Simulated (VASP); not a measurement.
# Mg3GePd (Amm2) in VASP: single point with PBE

Aim: the single point of Mg3GePd with PBE.

All numbers are computed with VASP 6.6.1; they aren't measurements. Logs are shortened: lines on timing, memory, paths and dates and some standing lists are left out, and cuts for length are marked.

## Step 1: The cell of the first run

It takes space group Amm2 (No. 38, orthorhombic). Conventional cell: a = 4.415 Å, b = 4.545 Å, c = 9.876 Å, α = 90.00°, β = 90.00°, γ = 90.00°. Within 3.5 Å of Mg (site symmetry mm2) lie 2 Pd at 2.64 Å and 3 Ge at 2.91 to 3.04 Å and 6 Mg at 3.07 to 3.17 Å. Within 3.6 Å of Mg (site symmetry mm2) lie 3 Pd at 2.65 to 3.58 Å and 5 Mg at 2.97 to 3.07 Å and 4 Ge at 3.17 Å. Mg (site symmetry mm2) has 3 Pd at 2.79 to 3.33 Å and 2 Ge at 2.89 Å and 7 Mg at 2.97 to 3.17 Å within 3.7 Å. Within 3.5 Å of Ge (site symmetry mm2) lie 2 Pd at 2.65 Å and 9 Mg at 2.89 to 3.17 Å. Pd (site symmetry mm2) has 8 Mg at 2.64 to 3.58 Å and 2 Ge at 2.65 Å within 3.6 Å.

## Step 2: Single point, PBE

File INCAR:

```
  ALGO = Fast
  EDIFF = 1E-7
  ENCUT = 520
  GGA = PE
  ISIF = 2
  ISMEAR = 0
  LASPH = True
  LCHARG = True
  LELF = True
  LREAL = False
  LVHAR = True
  LWAVE = False
  NBANDS = 23
  NELM = 100
  PREC = Accurate
  SIGMA = 0.1
```

File KPOINTS:

```
k-points
0
Gamma
  10 10 10
```

File POSCAR:

```
Mg3GePd
1.0
    4.4145103923      0.0000000000      0.0000000000
    0.0000000000      2.2722788356      4.9379854178
    0.0000000000     -2.2722788356      4.9379854178
Mg Ge Pd
3 1 1
Direct
    0.5000000000      0.8581273281      0.8581273281
    0.0000000000      0.6423460610      0.6423460610
    0.0000000000      0.3416277915      0.3416277915
    0.5000000000      0.1529814100      0.1529814100
    0.0000000000      0.0047398811      0.0047398811
```

Potentials or basis: VASP PAW PBE potentials, release 64 (Mg, Ge_d, Pd).

Started as:

```console
$ cat potpaw_PBE.64/Mg/POTCAR potpaw_PBE.64/Ge_d/POTCAR potpaw_PBE.64/Pd/POTCAR > POTCAR
$ mpirun -np 1 vasp_std > vasp.out
```

OUTCAR:

```text
EDIFF = 1E-7
   ENCUT = 520
   GGA = PE
   ISIF = 2
   ISMEAR = 0
   LASPH = True
   LREAL = False
   NELM = 100
   PREC = Accurate

 ion  position               nearest neighbor table
   1  0.500  0.858  0.858-   5 2.64   5 2.64   4 2.91   4 3.04   4 3.04   2 3.07   2 3.07   3 3.17
                             3 3.17   3 3.17   3 3.17
   2  0.000  0.642  0.642-   5 2.65   5 2.65   3 2.97   3 3.01   3 3.01   1 3.07   1 3.07   4 3.17
                             4 3.17   4 3.17   4 3.17
   3  0.000  0.342  0.342-   5 2.79   5 2.79   4 2.89   4 2.89   2 2.97   2 3.01   2 3.01   1 3.17
                             1 3.17   1 3.17   1 3.17   5 3.33
   4  0.500  0.153  0.153-   5 2.65   5 2.65   3 2.89   3 2.89   1 2.91   1 3.04   1 3.04   2 3.17
                             2 3.17   2 3.17   2 3.17
   5  0.000  0.005  0.005-   1 2.64   1 2.64   2 2.65   2 2.65   4 2.65   4 2.65   3 2.79   3 2.79
                             3 3.33

  LATTYP: Found a base centered orthorhombic cell.
 ALAT       =     4.5445576712
 B/A-ratio  =     2.1731423716
 C/A-ratio  =     0.9713839523

  Lattice vectors:

 A1 = (   0.0000000000,   2.2722788356,  -4.9379854178)
 A2 = (   0.0000000000,   2.2722788356,   4.9379854178)
 A3 = (   4.4145103923,   0.0000000000,   0.0000000000)

Analysis of symmetry for initial positions (statically):
=====================================================================
 Subroutine PRICEL returns:
 Original cell was already a primitive cell.

 Routine SETGRP: Setting up the symmetry group for a
 base centered orthorhombic supercell.

 Subroutine GETGRP returns: Found  4 space group operations
 (whereof  4 operations were pure point group operations)
 out of a pool of  8 trial point group operations.

The static configuration has the point symmetry C_2v.

Analysis of symmetry for dynamics (positions and initial velocities):
=====================================================================
 Subroutine PRICEL returns:
 Original cell was already a primitive cell.

 Routine SETGRP: Setting up the symmetry group for a
 base centered orthorhombic supercell.

 Subroutine GETGRP returns: Found  4 space group operations
 (whereof  4 operations were pure point group operations)
 out of a pool of  8 trial point group operations.

The dynamic configuration has the point symmetry C_2v.

 Subroutine INISYM returns: Found  4 space group operations
 (whereof  4 operations are pure point group operations),
 and found     1 'primitive' translations

----------------------------------------------------------------------------------------

                                     Primitive cell

  volume of cell :      99.0658

  direct lattice vectors                    reciprocal lattice vectors
     4.414510392  0.000000000  0.000000000     0.226525687  0.000000000  0.000000000
     0.000000000  2.272278836  4.937985418     0.000000000  0.220043417  0.101255868
     0.000000000 -2.272278836  4.937985418     0.000000000 -0.220043417  0.101255868

  length of vectors
     4.414510392  5.435710726  5.435710726     0.226525687  0.242222741  0.242222741

  position of ions in fractional coordinates (direct lattice)
     0.500000000  0.858127328  0.858127328
     0.000000000  0.642346061  0.642346061
     0.000000000  0.341627792  0.341627792
     0.500000000  0.152981410  0.152981410
     0.000000000  0.004739881  0.004739881

  ion indices of the primitive-cell ions
   primitive index   ion index
                 1           1
                 2           2
                 3           3
                 4           4
                 5           5

----------------------------------------------------------------------------------------

 KPOINTS: k-points

Automatic generation of k-mesh.
 Grid dimensions read from file:
 generate k-points for:   10   10   10

 Generating k-lattice:

  Cartesian coordinates                     Fractional coordinates (reciprocal lattice)
     0.022652569  0.000000000  0.000000000     0.100000000  0.000000000  0.000000000
     0.000000000  0.022004342  0.010125587     0.000000000  0.100000000  0.000000000
     0.000000000 -0.022004342  0.010125587     0.000000000  0.000000000  0.100000000

  Length of vectors
     0.022652569  0.024222274  0.024222274

  Shift w.r.t. Gamma in fractional coordinates (k-lattice)
     0.000000000  0.000000000  0.000000000

 Subroutine IBZKPT returns following result:
 ===========================================

 Found    186 irreducible k-points:

 Following reciprocal coordinates:
            Coordinates               Weight
  0.000000  0.000000  0.000000      1.000000
  0.100000  0.000000  0.000000      2.000000
  0.200000  0.000000  0.000000      2.000000
  0.300000  0.000000  0.000000      2.000000
  0.400000  0.000000  0.000000      2.000000
  0.500000  0.000000  0.000000      1.000000
[... 16 lines left out ...]
  0.400000  0.300000 -0.000000      8.000000
  0.500000  0.300000 -0.000000      4.000000
 [... further k-points ...]
   k-points           NKPTS =    186   k-points in BZ     NKDIM =    186   number of bands    NBANDS=     23
   number of dos      NEDOS =    301   number of ions     NIONS =      5
   total plane-waves  NPLWV =  57600
   dimension x,y,z NGX =    36 NGY =   40 NGZ =   40
   dimension x,y,z NGXF=    72 NGYF=   80 NGZF=   80
   ions per type =               3   1   1
   NGX,Y,Z   is equivalent  to a cutoff of  13.56, 12.23, 12.23 a.u.
   NGXF,Y,Z  is equivalent  to a cutoff of  27.11, 24.47, 24.47 a.u.
 SYSTEM =  unknown system
   PREC   = accura    normal or accurate (medium, high low for compatibility)
   ISTART =      0    job   : 0-new  1-cont  2-samecut
   ICHARG =      2    charge: 1-file 2-atom 10-const
   ISPIN  =      1    spin polarized calculation?
   LNONCOLLINEAR =      F non collinear calculations
   LSORBIT =      F    spin-orbit coupling
   LASPH  =      T    aspherical Exc in radial PAW
   ENCUT  =  520.0 eV  38.22 Ry    6.18 a.u.   8.21 10.11 10.11*2*pi/ulx,y,z
   NELM   =    100;   NELMIN=  2; NELMDL= -5     # of ELM steps
   EDIFF  = 0.1E-06   stopping-criterion for ELM
   LREAL  =      F    real-space projection
   EDIFFG = 0.1E-05   stopping-criterion for IOM
   NSW    =      0    number of steps for IOM
   IBRION =     -1    ionic relax: 0-MD 1-quasi-New 2-CG
   NFREE  =      0    steps in history (QN), initial steepest desc. (CG)
   ISIF   =      2    stress and relaxation
   ISYM   =      2    0-nonsym 1-usesym 2-fastsym
   POTIM  = 0.5000    time-step for ionic-motion
   TEBEG  =    0.0;   TEEND  =   0.0 temperature during run
   PSTRESS=    0.0 pullay stress
   NELECT =      30.0000    total number of electrons
   NUPDOWN=      -1.0000    fix difference up-down
   EMIN   =  10.00;   EMAX   =-10.00  energy-range for DOS
   EFERMI =   0.00;   METHOD = LEGACY
   ISMEAR =     0;   SIGMA  =   0.10  broadening in eV -4-tet -1-fermi 0-gaus
   EFERMI_NEDOS =   21; number of points for ismear=-14 and -15
   IALGO  =     68    algorithm
   IMIX   =      4    mixing-type and parameters
     AMIX     =   0.40;   BMIX     =  1.00
     AMIX_MAG =   1.60;   BMIX_MAG =  1.00
  volume/ion in A,a.u.               =      19.81       133.71
  Fermi-wavevector in a.u.,A,eV,Ry     =   1.099362  2.077492 16.443948  1.208596
  Thomas-Fermi vector in A             =   2.235755
   LORBIT       =      0    0 simple, 1 ext, 2 COOP (PROOUT), +10 PAW based schemes
   GGA     = PE    functional components
   LHFCALC =     F    Hartree Fock is set to
   AEXX    =    0.0000 exact exchange contribution
   IVDW    =     0    specifies the selected vdW correction
   LEPSILON=     F    determine dielectric tensor
   LRPA    =     F    only Hartree local field effects (RPA)
 non-spin polarized calculation
 RMM-DIIS sequential band-by-band and
 Gauss-broadening in eV      SIGMA  =   0.10
  energy-cutoff  :      520.00
  volume of cell :       99.07
 maximum number of plane-waves:      2692
 NGX is ok and might be reduce to    36
   NGX = 17   NGY = 21   NGZ = 21

 number of electron      30.0000009 magnetization

 Free energy of the ion-electron system (eV)
  ---------------------------------------------------
  ext. energy  EPLUGINS =         0.00000000
  ---------------------------------------------------
  free energy    TOTEN  =       -16.05804561 eV

  energy without entropy =      -16.04824989  energy(sigma->0) =      -16.05314775

 E-fermi :   4.4020     XC(G=0):  -9.7301

 val. band max:        4.3968151080   @ k =   0.5000   0.3000  -0.0000
 cond. band min:       4.4087793039   @ k =   0.3000   0.3000  -0.0000
 fundamental gap:      0.0119641958
 Fermi energy:         4.4020024660

 k-point     1 :       0.0000    0.0000    0.0000
  band No.  band energies     occupation
      1     -19.7729      2.00000
      2     -19.7612      2.00000
      3     -19.7582      2.00000
      4     -19.7509      2.00000
      5     -19.7423      2.00000
      6      -5.0101      2.00000
[... 15 lines left out ...]
     22      10.7373      0.00000
     23      11.0644      0.00000

 k-point     2 :       0.1000    0.0000    0.0000
  band No.  band energies     occupation
      1     -19.7728      2.00000
      2     -19.7612      2.00000
      3     -19.7583      2.00000
      4     -19.7510      2.00000
      5     -19.7422      2.00000
      6      -4.9491      2.00000
[... 15 lines left out ...]
     22      10.2137      0.00000
     23      11.3261      0.00000

 k-point     3 :       0.2000    0.0000    0.0000
  band No.  band energies     occupation
      1     -19.7726      2.00000
      2     -19.7612      2.00000
      3     -19.7584      2.00000
      4     -19.7513      2.00000
      5     -19.7419      2.00000
      6      -4.7744      2.00000
[... 15 lines left out ...]
     22       9.2335      0.00000
     23      10.4824      0.00000
[... 495 lines left out ...]
 k-point    23 :       0.4000    0.3000   -0.0000
  band No.  band energies     occupation
      1     -19.7714      2.00000
      2     -19.7614      2.00000
      3     -19.7589      2.00000
      4     -19.7521      2.00000
      5     -19.7411      2.00000
      6      -3.9399      2.00000
[... 15 lines left out ...]
     22      11.5664      0.00000
     23      12.0787      0.00000

 k-point    24 :       0.5000    0.3000   -0.0000
  band No.  band energies     occupation
      1     -19.7713      2.00000
      2     -19.7614      2.00000
      3     -19.7589      2.00000
      4     -19.7522      2.00000
      5     -19.7410      2.00000
      6      -3.8454      2.00000
[... 15 lines left out ...]
     22      11.6703      0.00000
     23      12.1830      0.00000

 [... further k-points ...]

------------------------ aborting loop because EDIFF is reached ----------------------------------------

  FORCE on cell =-STRESS in cart. coord.  units (eV):
  Direction    XX          YY          ZZ          XY          YZ          ZX
  --------------------------------------------------------------------------------------
  -------------------------------------------------------------------------------------
  Total       -0.0527743     -0.0817526     -0.0719314      0.0000000      0.0000000      0.0000000
  in kB       -0.8535111     -1.3221733     -1.1633355      0.0000000      0.0000000      0.0000000
  external PRESSURE =      -1.1130066 kB  Pullay stress =       0.0000000 kB

 VOLUME and BASIS-vectors are now :
 -----------------------------------------------------------------------------
  energy-cutoff  :      520.00
  volume of cell :       99.07
      direct lattice vectors                 reciprocal lattice vectors
     4.414510392  0.000000000  0.000000000     0.226525687  0.000000000  0.000000000
     0.000000000  2.272278836  4.937985418     0.000000000  0.220043417  0.101255868
     0.000000000 -2.272278836  4.937985418     0.000000000 -0.220043417  0.101255868

 POSITION                                       TOTAL-FORCE (eV/Angst)
 -----------------------------------------------------------------------------------
      2.20726      0.00000      8.47484         0.000000      0.000000      0.002659
      0.00000      0.00000      6.34379         0.000000      0.000000      0.001424
      0.00000      0.00000      3.37391         0.000000      0.000000     -0.002422
      2.20726      0.00000      1.51084         0.000000      0.000000      0.005446
      0.00000      0.00000      0.04681         0.000000      0.000000     -0.007106
 -----------------------------------------------------------------------------------
    total drift:                                0.000000     -0.000000     -0.000075

  FREE ENERGIE OF THE ION-ELECTRON SYSTEM (eV)
  ---------------------------------------------------
  free  energy   TOTEN  =       -16.0580456055 eV

  energy  without entropy=      -16.0482498912  energy(sigma->0) =      -16.05314775
```

Run time: 9.9 min. Hardware: 1 thread of AMD EPYC 7R13, shared host; peak memory 0.59 GiB.

Results:

- Free energy: -16.0580 eV
- Pressure: -0.1 GPa
- Largest force: 0.007 eV/Å
- Band gap on the k mesh: zero (bands 15 and 16 overlap by 2.35 eV)

Forces on the atoms (eV/Å):
```
Mg   0.000  0.000  0.003
Mg   0.000  0.000  0.001
Mg   0.000  0.000 -0.002
Ge   0.000  0.000  0.005
Pd   0.000  0.000 -0.007
```
